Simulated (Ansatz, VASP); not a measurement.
## Pd in VASP and in Ansatz

File INCAR:

```
  PREC = Accurate
  ENCUT = 500
  EDIFF = 1E-6
  ISMEAR = -1
  SIGMA = 0.1
  LREAL = F
  LASPH = T
  NELM = 200
  ALGO = Normal
  ISIF = 2
  LWAVE = F
  LCHARG = T
  ISPIN = 2
  MAGMOM = 0.5 -0.5
  LORBIT = 11
  LMAXMIX = 4
  GGA = PE
  LELF = T
  LVHAR = T
  NBANDS = 21
  GGA_COMPAT = F
```

The input KPOINTS:

```
Automatic mesh
0
Gamma
  5 5 5
```

Contents of POSCAR:

```
Pd
1.0
    0.0000000000      2.6130399932      2.6130399932
    2.6130399932      0.0000000000      2.6130399932
    2.6130399932      2.6130399932      0.0000000000
Pd
2
Direct
    0.0000000000      0.0000000000      0.0000000000
    0.5000000000      0.5000000000      0.5000000000
```

Input for Ansatz:

```yaml
crystal:
  lattice:
    - [0.0, 2.6130399932, 2.6130399932]
    - [2.6130399932, 0.0, 2.6130399932]
    - [2.6130399932, 2.6130399932, 0.0]
  atoms:
    - { symbol: Pd, position: [0.0, 0.0, 0.0], spin: 0.5 }
    - { symbol: Pd, position: [0.5, 0.5, 0.5], spin: -0.5 }
hamiltonian:
  xc: pbe
  pseudopotentials:
    kind: paw
    azcp:
      Pd: "pseudopotentials/Pd.paw.azcp"
basis:
  ecutwfc: 420
  fft_grid_basis: typed
kpoints:
  mp_grid: { grid: [5, 5, 5], shift: [0, 0, 0] }
magnetization:
  spin_polarized: true
scf:
  occupations: { method: fermi_dirac, width: 0.1 }
output:
  write_density: true
  write_potential: true
  elf: true
  volumetric_format: npy
```

Alike in both runs: task single point; functional PBE; k mesh 5 × 5 × 5; occupations fermi-dirac, width 0.1 eV; collinear spin.

|  | VASP | Ansatz |
| --- | --- | --- |
| version | VASP 6.6.1 | Ansatz 0.2.0 |
| potentials or method | VASP PAW PBE potentials, release 64 (Pd), cutoff 500 eV | plane waves (420 eV) with PAW, scalar-relativistic |
| valence electrons in the cell | 20 | 36 |

```tsv
	VASP	Ansatz	Ansatz less VASP
net moment per atom (μB)	0.00	0.00	0.000
```

VASP's potentials hold 20 valence electrons a cell and Ansatz's 36, so a difference there can come from the potentials and not from the codes. Ansatz's warnings: seeded moment not kept.

The k mesh is coarse, so the values compare programs but aren't converged.
